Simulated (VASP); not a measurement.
# HfN (I-4m2) in VASP: notebook, part 2 of 2

VASP 6.6.1.

## Step 3: Single point, PBEsol

INCAR reads:

```
PREC = Accurate
ENCUT = 520
EDIFF = 1E-6
ISMEAR = 1
SIGMA = 0.15
LREAL = False
LASPH = True
NELM = 100
ALGO = Normal
ISIF = 2
LWAVE = False
LCHARG = False
GGA = PS
NBANDS = 14
```

KPOINTS reads:

```
regular mesh
0
Gamma
  22 22 22
```

POSCAR reads:

```
HfN
1.0
    0.0000000000      2.3605281007      2.5065401481
    2.3605281007      0.0000000000      2.5065401481
    2.3605281007      2.3605281007      0.0000000000
Hf N
1 1
Direct
    0.0000000000      0.0000000000      0.0000000000
    0.7500000000      0.7500000000      0.7500000000
```

Potentials or basis: VASP PAW PBE potentials, release 64 (Hf_pv, N).

The run is started by

```
$ cat potpaw_PBE.64/Hf_pv/POTCAR potpaw_PBE.64/N/POTCAR > POTCAR
$ mpirun -np 1 vasp_std > vasp.out
```

Run time: 2.4 min. Hardware: 1 thread of Intel Xeon 6975P-C (Granite Rapids), shared host; peak memory 0.44 GiB.

It converged, with:

| Item | Value |
| --- | --- |
| Free energy | -22.2207 eV |
| Pressure | 5.8 GPa |
| Band gap on the k mesh | zero (an odd number of electrons rules out a gap without spin polarisation) |

Stress tensor (GPa, compression positive):
```
 9.04  0.00  0.00
 0.00  9.04  0.00
 0.00  0.00 -0.77
```

Levels at points of the mesh, in eV from the Fermi level:
| k point | band 4 | band 5 | band 6 | band 7 | band 8 | band 9 | band 10 | band 11 | band 12 | band 13 |
| --- | --- | --- | --- | --- | --- | --- | --- | --- | --- | --- |
| (0.00, 0.00, 0.00) | -16.41 | -5.84 | -5.66 | -5.66 | -0.64 | 1.92 | 2.73 | 6.21 | 7.27 | 7.27 |
| (0.50, 0.00, 0.00) | -15.18 | -5.86 | -5.26 | -4.92 | 1.58 | 2.80 | 2.99 | 4.27 | 5.59 | 5.72 |
| (0.50, 0.50, 0.00) | -14.69 | -7.34 | -3.55 | -3.55 | -1.45 | 2.15 | 4.34 | 4.91 | 4.91 | 9.92 |
| (0.50, 0.00, 0.50) | -14.78 | -7.22 | -3.84 | -3.64 | -1.04 | 2.18 | 4.42 | 4.89 | 5.08 | 11.19 |

Caveat: the stress differs along the axes, from -1 to 9 GPa; the PAW data sets were made with another functional, which shifts forces and pressure a little; spin-orbit coupling is left out, which moves the levels of the heavy elements; an odd number of electrons without spin polarisation forces a metal; a magnetic or distorted state may lie lower.

## Step 4: Single point, PBEsol (strain +0.000 along x and y, -0.030 along z)

INCAR reads:

```
SYSTEM = HfN
  ALGO = Normal
  EDIFF = 1E-7
  ENCUT = 520
  GGA = PS
  ISIF = 2
  ISMEAR = 0
  LASPH = .TRUE.
  LCHARG = .FALSE.
  LREAL = .FALSE.
  LWAVE = .FALSE.
  NBANDS = 14
  NELM = 100
  PREC = Accurate
  SIGMA = 0.15
```

KPOINTS reads:

```
k-points
0
G
  22 22 22
  0 0 0
```

POSCAR reads:

```
HfN
1.0
    0.0000000000      2.4335341244      2.3605281007
    2.4335341244      0.0000000000      2.3605281007
    2.4335341244      2.4335341244      0.0000000000
Hf N
1 1
Direct
    0.0000000000      0.0000000000      0.0000000000
    0.7500000000      0.7500000000      0.7500000000
```

The run is started by

```
$ cat potpaw_PBE.64/Hf_pv/POTCAR potpaw_PBE.64/N/POTCAR > POTCAR
$ mpirun -np 1 vasp_std > vasp.out
```

It took 2.5 min on 1 thread of Intel Xeon 6975P-C (Granite Rapids), shared host; peak memory 0.43 GiB.

Results (log left out):

```yaml
Free_energy: -22.2506 eV
Pressure: 5.8 GPa
Band_gap_on_the_k_mesh: zero (an odd number of electrons rules out a gap without spin polarisation)
```

Stress tensor (GPa, compression positive):
```
4.32 0.00 0.00
0.00 4.32 0.00
0.00 0.00 8.65
```

Levels at points of the mesh, in eV from the Fermi level:
```csv
k point,band 4,band 5,band 6,band 7,band 8,band 9,band 10,band 11,band 12,band 13
"(0.00, 0.00, 0.00)",-16.40,-5.75,-5.75,-5.67,-0.61,2.12,2.53,6.76,6.76,7.29
"(0.50, 0.00, 0.00)",-15.17,-5.85,-5.17,-5.01,1.62,2.86,2.89,4.35,5.59,5.62
"(0.50, 0.50, 0.00)",-14.78,-7.21,-3.72,-3.72,-1.04,2.35,4.28,4.97,4.97,11.18
"(0.50, 0.00, 0.50)",-14.73,-7.27,-3.69,-3.59,-1.25,2.23,4.34,4.93,4.99,10.53
```

Caveat: the cell differs from its parent crystal (strain +0.000 along x and y, -0.030 along z); the cell stands under pressure; the PAW data sets were made with another functional, which shifts forces and pressure a little; spin-orbit coupling is left out, which moves the levels of the heavy elements; an odd number of electrons without spin polarisation forces a metal; a magnetic or distorted state may lie lower.

## Step 5: Single point, PBEsol (strain +0.000 along x and y, +0.030 along z)

INCAR reads:

```
SYSTEM = HfN
PREC = Accurate
ENCUT = 520
EDIFF = 1E-6
ISMEAR = 0
SIGMA = 0.15
LREAL = .FALSE.
LASPH = .TRUE.
NELM = 80
ALGO = Normal
ISIF = 2
LWAVE = .FALSE.
LCHARG = .FALSE.
GGA = PS
NBANDS = 14
```

KPOINTS reads:

```
regular mesh
0
G
  22 22 22
  0 0 0
```

POSCAR reads:

```
HfN
1.0
    0.0000000000      2.4335341244      2.5065401481
    2.4335341244      0.0000000000      2.5065401481
    2.4335341244      2.4335341244      0.0000000000
Hf N
1 1
Direct
    0.0000000000      0.0000000000      0.0000000000
    0.7500000000      0.7500000000      0.7500000000
```

Potentials or basis: VASP PAW PBE potentials, release 64 (Hf_pv, N).

The run is started by

```
$ cat potpaw_PBE.64/Hf_pv/POTCAR potpaw_PBE.64/N/POTCAR > POTCAR
$ mpirun -np 1 vasp_std > vasp.out
```

OUTCAR:

```text
SYSTEM = HfN
   PREC = Accurate
   ENCUT = 520
   EDIFF = 1E-6
   ISMEAR = 0
   LREAL = .FALSE.
   LASPH = .TRUE.
   NELM = 80
   ISIF = 2
   GGA = PS

 ion  position               nearest neighbor table
   1  0.000  0.000  0.000-   2 2.13   2 2.13   2 2.13   2 2.13
   2  0.750  0.750  0.750-   1 2.13   1 2.13   1 2.13   1 2.13

  LATTYP: Found a body centered tetragonal cell.
 ALAT       =     3.4415369632
 C/A-ratio  =     1.4566399692

  Lattice vectors:

 A1 = (  -2.4335341244,   0.0000000000,   2.5065401481)
[... 587 lines left out ...]
     10       8.2690      0.00000
     11       9.8682      0.00000
     12      10.9010      0.00000
     13      10.9895      0.00000
     14      14.8282      0.00000

 [... further k-points ...]
[... 5 lines left out ...]
  --------------------------------------------------------------------------------------
  -------------------------------------------------------------------------------------
  Total       -0.9321810     -0.9321810     -1.7989339      0.0000000      0.0000000      0.0000000
  in kB      -50.3073322    -50.3073322    -97.0836820      0.0000000      0.0000000      0.0000000
  external PRESSURE =     -65.8994488 kB  Pullay stress =       0.0000000 kB

 VOLUME and BASIS-vectors are now :
 -----------------------------------------------------------------------------
  energy-cutoff  :      520.00
  volume of cell :       29.69
      direct lattice vectors                 reciprocal lattice vectors
     0.000000000  2.433534124  2.506540148    -0.205462498  0.205462498  0.199478153
     2.433534124  0.000000000  2.506540148     0.205462498 -0.205462498  0.199478153
     2.433534124  2.433534124  0.000000000     0.205462498  0.205462498 -0.199478153

 POSITION                                       TOTAL-FORCE (eV/Angst)
 -----------------------------------------------------------------------------------
      0.00000      0.00000      0.00000         0.000000      0.000000      0.000000
      3.65030      3.65030      3.75981        -0.000000     -0.000000     -0.000000
 -----------------------------------------------------------------------------------
    total drift:                                0.000000      0.000000      0.000000

  FREE ENERGIE OF THE ION-ELECTRON SYSTEM (eV)
  ---------------------------------------------------
  free  energy   TOTEN  =       -22.2436972702 eV

  energy  without entropy=      -22.2363633192  energy(sigma->0) =      -22.24003029
```

It took 2.3 min on 1 thread of Intel Xeon 6975P-C (Granite Rapids), shared host; peak memory 0.46 GiB.

Results:

```
Free energy            : -22.2437 eV
Pressure               : -6.6 GPa
Band gap on the k mesh : zero (an odd number of electrons rules out a gap without spin polarisation)
```

Levels at points of the mesh, in eV from the Fermi level:
```
           k point  band 6  band 7  band 8  band 9  band 10  band 11
(0.00, 0.00, 0.00)   -5.41   -5.41   -0.75    2.00     2.37     6.23
(0.50, 0.00, 0.00)   -4.94   -4.78    1.52    2.66     2.72     4.13
(0.50, 0.50, 0.00)   -3.54   -3.54   -1.27    2.07     3.99     4.60
(0.50, 0.00, 0.50)   -3.68   -3.58   -1.08    2.11     4.00     4.59
```

Caveat: the cell differs from its parent crystal (strain +0.000 along x and y, +0.030 along z); the cell stands under tension; the PAW data sets were made with another functional, which shifts forces and pressure a little; spin-orbit coupling is left out, which moves the levels of the heavy elements; an odd number of electrons without spin polarisation forces a metal; a magnetic or distorted state may lie lower.

## Step 6: The runs side by side

```tsv
cell	smearing	gap on the mesh (eV)	pressure (GPa)
a = 3.443, b = 3.443, c = 3.338 Å, angles 61.0, 61.0, 58.0°, 2 atoms	gaussian 0.15 eV	none	5.8
a = 3.443, b = 3.443, c = 3.338 Å, angles 61.0, 61.0, 58.0°, 2 atoms	methfessel-paxton 0.15 eV	none	5.8
a = 3.390, b = 3.390, c = 3.442 Å, angles 59.5, 59.5, 61.0°, 2 atoms	gaussian 0.15 eV	none	5.8
a = 3.494, b = 3.494, c = 3.442 Å, angles 60.5, 60.5, 59.0°, 2 atoms	gaussian 0.15 eV	none	-6.6
```

Alike in all rows: task single point; level PBEsol; potentials or basis VASP PAW PBE potentials, release 64 (Hf_pv, N); no spin polarisation; k mesh 22 × 22 × 22; cutoff (eV) 520.

Caveats: the PAW data sets were made with another functional, which shifts forces and pressure a little; spin-orbit coupling is left out, which moves the levels of the heavy elements; an odd number of electrons without spin polarisation forces a metal; a magnetic or distorted state may lie lower; the stress differs along the axes, from -1 to 9 GPa (at least some runs); the cell stands under pressure (at least some runs); the cell stands under tension (at least some runs).

Absolute energies hang on the potentials; compare differences alone.
